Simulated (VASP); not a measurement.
A run of VASP 6.6.1 is set up as follows.

Contents of INCAR:

```
PREC = Accurate
ENCUT = 520
EDIFF = 1E-8
ISMEAR = 0
SIGMA = 0.01
LREAL = F
LASPH = T
NELM = 80
ALGO = Normal
ISIF = 2
LWAVE = F
LCHARG = F
GGA = CA
IBRION = 8
NSW = 1
```

The input KPOINTS:

```
regular mesh
0
Gamma
  8 8 8
```

The input POSCAR:

```
InP
1.0
    0.0000000000      2.9136593918      2.9136593918
    2.9136593918      0.0000000000      2.9136593918
    2.9136593918      2.9136593918      0.0000000000
In P
1 1
Direct
    0.0000000000      0.0000000000      0.0000000000
    0.7500000000      0.7500000000      0.7500000000
```

Potentials or basis: VASP PAW LDA potentials, release 64 (In_d, P).

The run is started by

```sh
$ cat potpaw_LDA.64/In_d/POTCAR potpaw_LDA.64/P/POTCAR > POTCAR
$ mpirun -np 1 vasp_std > vasp.out
```

Question: What does it give for the highest phonon frequency at Γ, LO-TO splitting left out?

Answer: 303 cm⁻¹.

Phonon frequencies in cm⁻¹ (negative: imaginary):
| q point | frequencies |
| --- | --- |
| (0.000, 0.000, 0.000) | 0 0 0 303 303 303 |
